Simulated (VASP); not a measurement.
# BN (Qingsongite) (P1) in VASP: notebook

Runs on BN (Qingsongite). Level: PBEsol. Tasks: single point.

Program: VASP 6.6.1. These are calculated values, not measurements. Logs are shortened: lines on timing, memory, paths and dates and some standing lists are left out, and cuts for length are marked.

### Step 1. The cell of the first run

The typed cell holds 2 atoms: a = 2.565 Å, b = 2.579 Å, c = 2.588 Å, α = 58.24°, β = 58.99°, γ = 59.89°.

### Step 2. Single point, PBEsol

INCAR

```
SYSTEM = BN
PREC     = Accurate       ! precision mode
ENCUT    = 520            ! plane-wave cutoff, eV
EDIFF    = 1E-7           ! SCF threshold, eV
ISMEAR   = 0              ! smearing method
SIGMA    = 0.01           ! smearing width, eV
LREAL    = .False.        ! projectors in reciprocal space
LASPH    = .True.         ! aspherical terms in the spheres
NELM     = 80             ! most SCF steps
ALGO     = Normal         ! electronic algorithm
ISIF     = 2              ! what is computed and relaxed
LWAVE    = .False.        ! write WAVECAR
LCHARG   = .False.        ! write CHGCAR
GGA      = PS             ! functional
NBANDS   = 11             ! bands
```

KPOINTS

```
regular mesh
0
Gamma
  6 6 6
  0 0 0
```

POSCAR

```
BN
1.0
    0.0217300000      1.8280400000      1.7996700000
    1.8502600000      0.0250400000      1.7963600000
    1.8429000000      1.8173800000      0.0323900000
B N
1 1
Direct
    0.0436000000      0.9591100000      0.9710600000
    0.2420700000      0.2847600000      0.2336700000
```

Potentials or basis: VASP PAW PBE potentials, release 64 (B, N).

On the command line:

```console
$ cat potpaw_PBE.64/B/POTCAR potpaw_PBE.64/N/POTCAR > POTCAR
$ mpirun -np 1 vasp_std > vasp.out
```

OUTCAR:

```text
SYSTEM = BN
   PREC = Accurate
   ENCUT = 520
   EDIFF = 1E-7
   ISMEAR = 0
   LREAL = .False.
   LASPH = .True.
   NELM = 80
   ISIF = 2
   GGA = PS

 ion  position               nearest neighbor table
   1  0.044  0.959  0.971-   2 1.40   2 1.53   2 1.68   2 1.68
   2  0.242  0.285  0.234-   1 1.40   1 1.53   1 1.68   1 1.68

  LATTYP: Found a triclinic cell.
 ALAT       =     4.4434965549
 B/A-ratio  =     0.5779108963
 C/A-ratio  =     0.8020570046
 COS(alpha) =     0.0025099236
 COS(beta)  =     0.3958188311
 COS(gamma) =     0.8719460439

  Lattice vectors:

 A1 = (   3.6497000000,  -1.8136600000,  -1.7705900000)
 A2 = (   1.8285300000,  -1.8030000000,  -0.0033100000)
 A3 = (  -0.0290900000,  -0.0357000000,  -3.5636400000)

Analysis of symmetry for initial positions (statically):
=====================================================================
 Subroutine PRICEL returns:
 Original cell was already a primitive cell.

 Routine SETGRP: Setting up the symmetry group for a
 triclinic supercell.

 Subroutine GETGRP returns: Found  1 space group operations
 (whereof  1 operations were pure point group operations)
 out of a pool of  2 trial point group operations.

The static configuration has the point symmetry C_1 .

Analysis of symmetry for dynamics (positions and initial velocities):
=====================================================================
 Subroutine PRICEL returns:
 Original cell was already a primitive cell.

 Routine SETGRP: Setting up the symmetry group for a
 triclinic supercell.

 Subroutine GETGRP returns: Found  1 space group operations
 (whereof  1 operations were pure point group operations)
 out of a pool of  2 trial point group operations.

The dynamic configuration has the point symmetry C_1 .

 Subroutine INISYM returns: Found  1 space group operations
 (whereof  1 operations are pure point group operations),
 and found     1 'primitive' translations

----------------------------------------------------------------------------------------

                                     Primitive cell

  volume of cell :      11.8398

  direct lattice vectors                    reciprocal lattice vectors
     0.021730000  1.828040000  1.799670000    -0.275667418  0.274546138  0.280111871
     1.850260000  0.025040000  1.796360000     0.271243063 -0.280063619  0.281203435
     1.842900000  1.817380000  0.032390000     0.273547161  0.277944883 -0.285629334

  length of vectors
     2.565348815  2.578952950  2.588474374     0.479406683  0.480711766  0.483389619

  position of ions in fractional coordinates (direct lattice)
     0.043600000  0.959110000  0.971060000
     0.242070000  0.284760000  0.233670000

  ion indices of the primitive-cell ions
   primitive index   ion index
                 1           1
                 2           2

----------------------------------------------------------------------------------------

 KPOINTS: regular mesh

Automatic generation of k-mesh.
 Grid dimensions read from file:
 generate k-points for:    6    6    6

 Generating k-lattice:

  Cartesian coordinates                     Fractional coordinates (reciprocal lattice)
    -0.045944570  0.045757690  0.046685312     0.166666667  0.000000000  0.000000000
     0.045207177 -0.046677270  0.046867239     0.000000000  0.166666667 -0.000000000
     0.045591194  0.046324147 -0.047604889     0.000000000  0.000000000  0.166666667

  Length of vectors
     0.079901114  0.080118628  0.080564936

  Shift w.r.t. Gamma in fractional coordinates (k-lattice)
     0.000000000  0.000000000  0.000000000

 Subroutine IBZKPT returns following result:
 ===========================================

 Found    112 irreducible k-points:

 Following reciprocal coordinates:
            Coordinates               Weight
  0.000000  0.000000  0.000000      1.000000
  0.166667  0.000000  0.000000      2.000000
  0.333333  0.000000 -0.000000      2.000000
  0.500000 -0.000000  0.000000      1.000000
  0.000000  0.166667 -0.000000      2.000000
  0.166667  0.166667 -0.000000      2.000000
[... 16 lines left out ...]
  0.333333  0.000000  0.166667      2.000000
  0.500000  0.000000  0.166667      2.000000
 [... further k-points ...]
   k-points           NKPTS =    112   k-points in BZ     NKDIM =    112   number of bands    NBANDS=     11
   number of dos      NEDOS =    301   number of ions     NIONS =      2
   total plane-waves  NPLWV =   8000
   dimension x,y,z NGX =    20 NGY =   20 NGZ =   20
   dimension x,y,z NGXF=    40 NGYF=   40 NGZF=   40
   ions per type =               1   1
   NGX,Y,Z   is equivalent  to a cutoff of  12.96, 12.89, 12.85 a.u.
   NGXF,Y,Z  is equivalent  to a cutoff of  25.92, 25.79, 25.69 a.u.
 SYSTEM =  BN
   PREC   = accura    normal or accurate (medium, high low for compatibility)
   ISTART =      0    job   : 0-new  1-cont  2-samecut
   ICHARG =      2    charge: 1-file 2-atom 10-const
   ISPIN  =      1    spin polarized calculation?
   LNONCOLLINEAR =      F non collinear calculations
   LSORBIT =      F    spin-orbit coupling
   LASPH  =      T    aspherical Exc in radial PAW
   ENCUT  =  520.0 eV  38.22 Ry    6.18 a.u.   4.77  4.80  4.81*2*pi/ulx,y,z
   NELM   =     80;   NELMIN=  2; NELMDL= -5     # of ELM steps
   EDIFF  = 0.1E-06   stopping-criterion for ELM
   LREAL  =      F    real-space projection
   EDIFFG = 0.1E-05   stopping-criterion for IOM
   NSW    =      0    number of steps for IOM
   IBRION =     -1    ionic relax: 0-MD 1-quasi-New 2-CG
   NFREE  =      0    steps in history (QN), initial steepest desc. (CG)
   ISIF   =      2    stress and relaxation
   ISYM   =      2    0-nonsym 1-usesym 2-fastsym
   POTIM  = 0.5000    time-step for ionic-motion
   TEBEG  =    0.0;   TEEND  =   0.0 temperature during run
   PSTRESS=    0.0 pullay stress
   NELECT =       8.0000    total number of electrons
   NUPDOWN=      -1.0000    fix difference up-down
   EMIN   =  10.00;   EMAX   =-10.00  energy-range for DOS
   EFERMI =   0.00;   METHOD = LEGACY
   ISMEAR =     0;   SIGMA  =   0.01  broadening in eV -4-tet -1-fermi 0-gaus
   EFERMI_NEDOS =   21; number of points for ismear=-14 and -15
   IALGO  =     38    algorithm
   IMIX   =      4    mixing-type and parameters
     AMIX     =   0.40;   BMIX     =  1.00
     AMIX_MAG =   1.60;   BMIX_MAG =  1.00
  volume/ion in A,a.u.               =       5.92        39.95
  Fermi-wavevector in a.u.,A,eV,Ry     =   1.436557  2.714699 28.078294  2.063696
  Thomas-Fermi vector in A             =   2.555732
   LORBIT       =      0    0 simple, 1 ext, 2 COOP (PROOUT), +10 PAW based schemes
   GGA     = PS    functional components
   LHFCALC =     F    Hartree Fock is set to
   AEXX    =    0.0000 exact exchange contribution
   IVDW    =     0    specifies the selected vdW correction
   LEPSILON=     F    determine dielectric tensor
   LRPA    =     F    only Hartree local field effects (RPA)
 non-spin polarized calculation
 Gauss-broadening in eV      SIGMA  =   0.01
  energy-cutoff  :      520.00
  volume of cell :       11.84
 maximum number of plane-waves:       330
   NGX =  9   NGY =  9   NGZ =  9

 number of electron       8.0000000 magnetization

 Free energy of the ion-electron system (eV)
  ---------------------------------------------------
  ext. energy  EPLUGINS =         0.00000000
  ---------------------------------------------------
  free energy    TOTEN  =       -17.87848644 eV

  energy without entropy =      -17.87848644  energy(sigma->0) =      -17.87848644

 E-fermi :   8.5691     XC(G=0): -12.9939

 val. band max:        8.3710396384   @ k =   0.0000   0.0000   0.0000
 cond. band min:      10.9865546615   @ k =   0.5000   0.5000   0.0000
 fundamental gap:      2.6155150231
 Fermi energy:         8.5690745616

 k-point     1 :       0.0000    0.0000    0.0000
  band No.  band energies     occupation
      1     -12.9405      2.00000
      2       5.4043      2.00000
      3       7.6510      2.00000
      4       8.3710      2.00000
      5      15.0039      0.00000
      6      15.4977      0.00000
      7      17.4522      0.00000
      8      18.6403      0.00000
      9      31.4848      0.00000
     10      34.0444      0.00000
     11      34.3685      0.00000

 k-point     2 :       0.1667    0.0000    0.0000
  band No.  band energies     occupation
      1     -12.2640      2.00000
      2       4.3216      2.00000
      3       5.5506      2.00000
      4       7.3204      2.00000
      5      15.0567      0.00000
      6      16.7681      0.00000
      7      18.6936      0.00000
      8      19.8304      0.00000
      9      30.3116      0.00000
     10      31.5419      0.00000
     11      32.0390      0.00000

 k-point     3 :       0.3333    0.0000   -0.0000
  band No.  band energies     occupation
      1     -10.3856      2.00000
      2      -0.3362      2.00000
      3       4.4673      2.00000
      4       6.5209      2.00000
      5      14.9568      0.00000
      6      17.3595      0.00000
      7      20.4133      0.00000
      8      21.1979      0.00000
      9      30.0171      0.00000
     10      31.9259      0.00000
     11      32.7731      0.00000
[... 267 lines left out ...]
 k-point    23 :       0.3333    0.0000    0.1667
  band No.  band energies     occupation
      1     -10.5948      2.00000
      2       1.4574      2.00000
      3       3.5580      2.00000
      4       5.3146      2.00000
      5      14.4081      0.00000
      6      18.8735      0.00000
      7      19.7968      0.00000
      8      21.7987      0.00000
      9      26.8032      0.00000
     10      33.6015      0.00000
     11      35.3120      0.00000

 k-point    24 :       0.5000    0.0000    0.1667
  band No.  band energies     occupation
      1      -8.5584      2.00000
      2      -2.1435      2.00000
      3       2.7374      2.00000
      4       4.8294      2.00000
      5      14.4837      0.00000
      6      19.1783      0.00000
      7      20.7762      0.00000
      8      22.4951      0.00000
      9      28.7890      0.00000
     10      32.9796      0.00000
     11      35.6731      0.00000

 [... further k-points ...]

------------------------ aborting loop because EDIFF is reached ----------------------------------------

  FORCE on cell =-STRESS in cart. coord.  units (eV):
  Direction    XX          YY          ZZ          XY          YZ          ZX
  --------------------------------------------------------------------------------------
  -------------------------------------------------------------------------------------
  Total       -0.0238972      0.7318929      1.4396715     -0.8756330     -1.2014245      0.1820115
  in kB       -3.2337963     99.0403860    194.8176120   -118.4914229   -162.5778220     24.6299576
  external PRESSURE =      96.8747339 kB  Pullay stress =       0.0000000 kB

 VOLUME and BASIS-vectors are now :
 -----------------------------------------------------------------------------
  energy-cutoff  :      520.00
  volume of cell :       11.84
      direct lattice vectors                 reciprocal lattice vectors
     0.021730000  1.828040000  1.799670000    -0.275667418  0.274546138  0.280111871
     1.850260000  0.025040000  1.796360000     0.271243063 -0.280063619  0.281203435
     1.842900000  1.817380000  0.032390000     0.273547161  0.277944883 -0.285629334

 POSITION                                       TOTAL-FORCE (eV/Angst)
 -----------------------------------------------------------------------------------
      3.56512      1.86850      1.83283         4.003331     -2.548545      2.162343
      0.96277      0.87431      0.95475        -4.003331      2.548545     -2.162343
 -----------------------------------------------------------------------------------
    total drift:                                0.000040     -0.000024     -0.000056

  FREE ENERGIE OF THE ION-ELECTRON SYSTEM (eV)
  ---------------------------------------------------
  free  energy   TOTEN  =       -17.8784864411 eV

  energy  without entropy=      -17.8784864411  energy(sigma->0) =      -17.87848644
```

Run time: 14 s. Hardware: 1 thread of Intel Xeon Platinum 8259CL at 2.50GHz (Skylake/Cascade Lake), shared host; peak memory 0.12 GiB.

What came out:

* Free energy: -17.8785 eV
* Pressure: 9.7 GPa
* Largest force: 5.215 eV/Å
* Band gap on the k mesh: 2.62 eV, indirect (least direct gap 6.63 eV)

Forces on the atoms (eV/Å):
```
B    4.003 -2.549  2.162
N   -4.003  2.549 -2.162
```

Stress tensor (GPa, compression positive):
```
 -0.32 -11.85   2.46
-11.85   9.90 -16.26
  2.46 -16.26  19.48
```

Caveat: the k points lie up to 0.51 Å⁻¹ apart; the PAW data sets were made with another functional, which shifts forces and pressure a little. A k mesh can miss the band edges.

(Part 1 of 2 ends here.)
